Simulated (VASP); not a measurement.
# Ti (Im-3m) in VASP: notebook

Ti is run at these levels: LDA; tasks: single point, relaxation of cell and atoms.

Program: VASP 6.6.1. These are calculated values, not measurements. Logs are shortened: lines on timing, memory, paths and dates and some standing lists are left out, and cuts for length are marked.

## (1) The cell of the first run

It takes space group Im-3m (No. 229, cubic). Conventional cell: a = 3.165 Å, b = 3.165 Å, c = 3.165 Å, α = 90.00°, β = 90.00°, γ = 90.00°. Within 3.6 Å of Ti (site symmetry m-3m) lie 14 Ti at 2.74 to 3.17 Å.

## (2) Single point, LDA

Contents of INCAR:

```
SYSTEM = Ti
  ALGO = Normal
  EDIFF = 1E-7
  ENCUT = 520
  GGA = CA
  ISIF = 2
  ISMEAR = 0
  LASPH = .True.
  LCHARG = .False.
  LREAL = .False.
  LWAVE = .False.
  NBANDS = 12
  NELM = 60
  PREC = Accurate
  SIGMA = 0.1
```

Contents of KPOINTS:

```
k-points
0
Gamma
  18 18 18
  0 0 0
```

Contents of POSCAR:

```
Ti
1.0
   -1.5825469606      1.5825469606      1.5825469606
    1.5825469606     -1.5825469606      1.5825469606
    1.5825469606      1.5825469606     -1.5825469606
Ti
1
Direct
    0.0000000000      0.0000000000      0.0000000000
```

Potentials or basis: VASP PAW LDA potentials, release 64 (Ti_sv).

Launch:

```sh
$ cat potpaw_LDA.64/Ti_sv/POTCAR > POTCAR
$ mpirun -np 1 vasp_std > vasp.out
```

OUTCAR:

```text
SYSTEM = Ti
   EDIFF = 1E-7
   ENCUT = 520
   GGA = CA
   ISIF = 2
   ISMEAR = 0
   LASPH = .True.
   LREAL = .False.
   NELM = 60
   PREC = Accurate

 ion  position               nearest neighbor table
   1  0.000  0.000  0.000-

  LATTYP: Found a body centered cubic cell.
 ALAT       =     3.1650939212

  Lattice vectors:

 A1 = (  -1.5825469606,   1.5825469606,   1.5825469606)
 A2 = (   1.5825469606,  -1.5825469606,   1.5825469606)
 A3 = (   1.5825469606,   1.5825469606,  -1.5825469606)

Analysis of symmetry for initial positions (statically):
=====================================================================
 Subroutine PRICEL returns:
 Original cell was already a primitive cell.

 Routine SETGRP: Setting up the symmetry group for a
 body centered cubic supercell.

 Subroutine GETGRP returns: Found 48 space group operations
 (whereof 48 operations were pure point group operations)
 out of a pool of 48 trial point group operations.

The static configuration has the point symmetry O_h .

Analysis of symmetry for dynamics (positions and initial velocities):
=====================================================================
 Subroutine PRICEL returns:
 Original cell was already a primitive cell.

 Routine SETGRP: Setting up the symmetry group for a
 body centered cubic supercell.

 Subroutine GETGRP returns: Found 48 space group operations
 (whereof 48 operations were pure point group operations)
 out of a pool of 48 trial point group operations.

The dynamic configuration has the point symmetry O_h .

 Subroutine INISYM returns: Found 48 space group operations
 (whereof 48 operations are pure point group operations),
 and found     1 'primitive' translations

----------------------------------------------------------------------------------------

                                     Primitive cell

  volume of cell :      15.8537

  direct lattice vectors                    reciprocal lattice vectors
    -1.582546961  1.582546961  1.582546961     0.000000000  0.315946391  0.315946391
     1.582546961 -1.582546961  1.582546961     0.315946391  0.000000000  0.315946391
     1.582546961  1.582546961 -1.582546961     0.315946391  0.315946391  0.000000000

  length of vectors
     2.741051741  2.741051741  2.741051741     0.446815670  0.446815670  0.446815670

  position of ions in fractional coordinates (direct lattice)
     0.000000000  0.000000000  0.000000000

  ion indices of the primitive-cell ions
   primitive index   ion index
                 1           1

----------------------------------------------------------------------------------------

 KPOINTS: k-points

Automatic generation of k-mesh.
 Grid dimensions read from file:
 generate k-points for:   18   18   18

 Generating k-lattice:

  Cartesian coordinates                     Fractional coordinates (reciprocal lattice)
     0.000000000  0.017552577  0.017552577     0.055555556  0.000000000  0.000000000
     0.017552577  0.000000000  0.017552577     0.000000000  0.055555556  0.000000000
     0.017552577  0.017552577  0.000000000     0.000000000  0.000000000  0.055555556

  Length of vectors
     0.024823093  0.024823093  0.024823093

  Shift w.r.t. Gamma in fractional coordinates (k-lattice)
     0.000000000  0.000000000  0.000000000

 Subroutine IBZKPT returns following result:
 ===========================================

 Found    195 irreducible k-points:

 Following reciprocal coordinates:
            Coordinates               Weight
  0.000000  0.000000  0.000000      1.000000
  0.055556  0.000000  0.000000     12.000000
  0.111111  0.000000  0.000000     12.000000
  0.166667  0.000000  0.000000     12.000000
  0.222222  0.000000  0.000000     12.000000
  0.277778  0.000000  0.000000     12.000000
[... 16 lines left out ...]
  0.333333  0.111111  0.000000     48.000000
  0.388889  0.111111  0.000000     48.000000
 [... further k-points ...]
   k-points           NKPTS =    195   k-points in BZ     NKDIM =    195   number of bands    NBANDS=     12
   number of dos      NEDOS =    301   number of ions     NIONS =      1
   total plane-waves  NPLWV =   8000
   dimension x,y,z NGX =    20 NGY =   20 NGZ =   20
   dimension x,y,z NGXF=    40 NGYF=   40 NGZF=   40
   ions per type =               1
   NGX,Y,Z   is equivalent  to a cutoff of  12.13, 12.13, 12.13 a.u.
   NGXF,Y,Z  is equivalent  to a cutoff of  24.26, 24.26, 24.26 a.u.
 SYSTEM =  Ti
   PREC   = accura    normal or accurate (medium, high low for compatibility)
   ISTART =      0    job   : 0-new  1-cont  2-samecut
   ICHARG =      2    charge: 1-file 2-atom 10-const
   ISPIN  =      1    spin polarized calculation?
   LNONCOLLINEAR =      F non collinear calculations
   LSORBIT =      F    spin-orbit coupling
   LASPH  =      T    aspherical Exc in radial PAW
   ENCUT  =  520.0 eV  38.22 Ry    6.18 a.u.   5.10  5.10  5.10*2*pi/ulx,y,z
   NELM   =     60;   NELMIN=  2; NELMDL= -5     # of ELM steps
   EDIFF  = 0.1E-06   stopping-criterion for ELM
   LREAL  =      F    real-space projection
   EDIFFG = 0.1E-05   stopping-criterion for IOM
   NSW    =      0    number of steps for IOM
   IBRION =     -1    ionic relax: 0-MD 1-quasi-New 2-CG
   NFREE  =      0    steps in history (QN), initial steepest desc. (CG)
   ISIF   =      2    stress and relaxation
   ISYM   =      2    0-nonsym 1-usesym 2-fastsym
   POTIM  = 0.5000    time-step for ionic-motion
   TEBEG  =    0.0;   TEEND  =   0.0 temperature during run
   PSTRESS=    0.0 pullay stress
   NELECT =      12.0000    total number of electrons
   NUPDOWN=      -1.0000    fix difference up-down
   EMIN   =  10.00;   EMAX   =-10.00  energy-range for DOS
   EFERMI =   0.00;   METHOD = LEGACY
   ISMEAR =     0;   SIGMA  =   0.10  broadening in eV -4-tet -1-fermi 0-gaus
   EFERMI_NEDOS =   21; number of points for ismear=-14 and -15
   IALGO  =     38    algorithm
   IMIX   =      4    mixing-type and parameters
     AMIX     =   0.40;   BMIX     =  1.00
     AMIX_MAG =   1.60;   BMIX_MAG =  1.00
  volume/ion in A,a.u.               =      15.85       106.99
  Fermi-wavevector in a.u.,A,eV,Ry     =   1.491965  2.819405 30.286020  2.225960
  Thomas-Fermi vector in A             =   2.604553
   LORBIT       =      0    0 simple, 1 ext, 2 COOP (PROOUT), +10 PAW based schemes
   GGA     = CA    functional components
   LHFCALC =     F    Hartree Fock is set to
   AEXX    =    0.0000 exact exchange contribution
   IVDW    =     0    specifies the selected vdW correction
   LEPSILON=     F    determine dielectric tensor
   LRPA    =     F    only Hartree local field effects (RPA)
 non-spin polarized calculation
 Gauss-broadening in eV      SIGMA  =   0.10
  energy-cutoff  :      520.00
  volume of cell :       15.85
 maximum number of plane-waves:       440
   NGX = 11   NGY = 11   NGZ = 11

 number of electron      11.9999998 magnetization

 Free energy of the ion-electron system (eV)
  ---------------------------------------------------
  ext. energy  EPLUGINS =         0.00000000
  ---------------------------------------------------
  free energy    TOTEN  =        -8.46607918 eV

  energy without entropy =       -8.45537445  energy(sigma->0) =       -8.46072682

 E-fermi :   8.8234     XC(G=0): -12.2227

 val. band max:        8.8201477071   @ k =  -0.2778   0.3333   0.1111
 cond. band min:       8.8238355796   @ k =  -0.4444   0.5000   0.1111
 fundamental gap:      0.0036878726
 Fermi energy:         8.8234398369

 k-point     1 :       0.0000    0.0000    0.0000
  band No.  band energies     occupation
      1     -46.8428      2.00000
      2     -22.9394      2.00000
      3     -22.9394      2.00000
      4     -22.9394      2.00000
      5       2.7786      2.00000
      6       9.8516      0.00000
      7       9.8516      0.00000
      8       9.8516      0.00000
      9      11.8369      0.00000
     10      11.8369      0.00000
     11      26.9734      0.00000
     12      26.9734      0.00000

 k-point     2 :       0.0556    0.0000    0.0000
  band No.  band energies     occupation
      1     -46.8369      2.00000
      2     -22.9688      2.00000
      3     -22.9482      2.00000
      4     -22.9396      2.00000
      5       2.8945      2.00000
      6       9.7962      0.00000
      7       9.8375      0.00000
      8       9.9392      0.00000
      9      11.7697      0.00000
     10      11.8399      0.00000
     11      26.8595      0.00000
     12      26.9796      0.00000

 k-point     3 :       0.1111    0.0000    0.0000
  band No.  band energies     occupation
      1     -46.8198      2.00000
      2     -23.0532      2.00000
      3     -22.9736      2.00000
      4     -22.9403      2.00000
      5       3.2327      2.00000
      6       9.6404      0.00000
      7       9.7753      0.00000
      8      10.1970      0.00000
      9      11.6168      0.00000
     10      11.8514      0.00000
     11      26.4590      0.00000
     12      26.9098      0.00000
[... 286 lines left out ...]
 k-point    23 :       0.3333    0.1111    0.0000
  band No.  band energies     occupation
      1     -46.6593      2.00000
      2     -23.7436      2.00000
      3     -23.2216      2.00000
      4     -22.9851      2.00000
      5       6.3155      2.00000
      6       8.4545      2.00000
      7       9.2416      0.00000
      8      11.6799      0.00000
      9      12.2890      0.00000
     10      13.4815      0.00000
     11      20.1063      0.00000
     12      23.1712      0.00000

 k-point    24 :       0.3889    0.1111    0.0000
  band No.  band energies     occupation
      1     -46.6427      2.00000
      2     -23.8087      2.00000
      3     -23.2519      2.00000
      4     -22.9864      2.00000
      5       6.4190      2.00000
      6       8.3560      2.00000
      7       9.6082      0.00000
      8      11.7607      0.00000
      9      12.3904      0.00000
     10      13.9862      0.00000
     11      19.0221      0.00000
     12      22.7870      0.00000

 [... further k-points ...]
[... 5 lines left out ...]
  --------------------------------------------------------------------------------------
  -------------------------------------------------------------------------------------
  Total       -0.0138719     -0.0138719     -0.0138719      0.0000000      0.0000000      0.0000000
  in kB       -1.4019005     -1.4019005     -1.4019005      0.0000000      0.0000000      0.0000000
  external PRESSURE =      -1.4019005 kB  Pullay stress =       0.0000000 kB

 VOLUME and BASIS-vectors are now :
 -----------------------------------------------------------------------------
  energy-cutoff  :      520.00
  volume of cell :       15.85
      direct lattice vectors                 reciprocal lattice vectors
    -1.582546961  1.582546961  1.582546961     0.000000000  0.315946391  0.315946391
     1.582546961 -1.582546961  1.582546961     0.315946391  0.000000000  0.315946391
     1.582546961  1.582546961 -1.582546961     0.315946391  0.315946391  0.000000000

 POSITION                                       TOTAL-FORCE (eV/Angst)
 -----------------------------------------------------------------------------------
      0.00000      0.00000      0.00000        -0.000000     -0.000000      0.000000
 -----------------------------------------------------------------------------------
    total drift:                                0.000000      0.000000      0.000000

  FREE ENERGIE OF THE ION-ELECTRON SYSTEM (eV)
  ---------------------------------------------------
  free  energy   TOTEN  =        -8.4660791830 eV

  energy  without entropy=       -8.4553744547  energy(sigma->0) =       -8.46072682
```

Run time: 15 s. Hardware: 1 thread of Intel Xeon 6975P-C (Granite Rapids), shared host; peak memory 0.14 GiB.

Results:

* Free energy: -8.4661 eV
* Pressure: -0.1 GPa
* Band gap on the k mesh: zero (band 6 reaches 9.85 eV, above the bottom of band 7 at 8.22 eV)

## (3) Relaxation of cell and atoms, LDA

This run uses another cell than the first one, of 15.89 Å³/atom, 1.003 times its volume.

Contents of INCAR:

```
SYSTEM = Ti
ALGO = Normal ; EDIFF = 1E-6
EDIFFG = -0.005 ; ENCUT = 600
IBRION = 2 ; ISIF = 3
ISMEAR = 0 ; LASPH = .TRUE.
LCHARG = .FALSE. ; LREAL = .FALSE.
LWAVE = .FALSE. ; NELM = 80
NSW = 100 ; PREC = Accurate
SIGMA = 0.1
```

Contents of KPOINTS:

```
k-points
0
G
  18 18 18
  0 0 0
```

Contents of POSCAR:

```
Ti
1.0
   -1.5838788424      1.5838788424      1.5838788424
    1.5838788424     -1.5838788424      1.5838788424
    1.5838788424      1.5838788424     -1.5838788424
Ti
1
Direct
    0.0000000000      0.0000000000      0.0000000000
```

Potentials or basis: VASP PAW LDA potentials, release 64 (Ti_sv).

Launch:

```sh
$ cat potpaw_LDA.64/Ti_sv/POTCAR > POTCAR
$ mpirun -np 1 vasp_std > vasp.out
```

It took 34 s on 1 thread of Intel Xeon 6975P-C (Granite Rapids), shared host; peak memory 0.16 GiB.

It converged, with:

* Free energy: -8.4658 eV
* Relaxed volume: 15.84 Å³/atom
* Relaxed cell: a = 2.740 Å, b = 2.740 Å, c = 2.740 Å, α = 109.47°, β = 109.47°, γ = 109.47°
* Space group after relaxing (to 0.05 Å): Im-3m (No. 229)
* Energy gained by relaxing: 0.1 meV/atom
* Ionic steps: 4
* Pressure after relaxing: 0.0 GPa
* Band gap on the k mesh: zero (band 6 reaches 9.86 eV, above the bottom of band 7 at 8.23 eV)

Final structure:
```
Ti
1.0
    -1.58205    1.58205    1.58205
     1.58205   -1.58205    1.58205
     1.58205    1.58205   -1.58205
Ti
1
Direct
  0.00000 0.00000 0.00000
```

Levels at points of the mesh, in eV from the Fermi level:
```tsv
k point	band 2	band 3	band 4	band 5	band 6	band 7	band 8	band 9	band 10
(0.00, 0.00, 0.00)	-31.76	-31.76	-31.76	-6.05	1.03	1.03	1.03	3.02	3.02
(0.50, 0.00, 0.00)	-32.69	-32.05	-31.77	-2.68	-0.53	1.56	3.02	3.41	4.79
(0.50, 0.50, 0.50)	-32.39	-32.39	-32.39	-2.43	-2.43	4.38	4.38	4.38	9.19
```

LDA usually gives volumes a few per cent too small. Zero-point motion and thermal expansion aren't in these numbers.
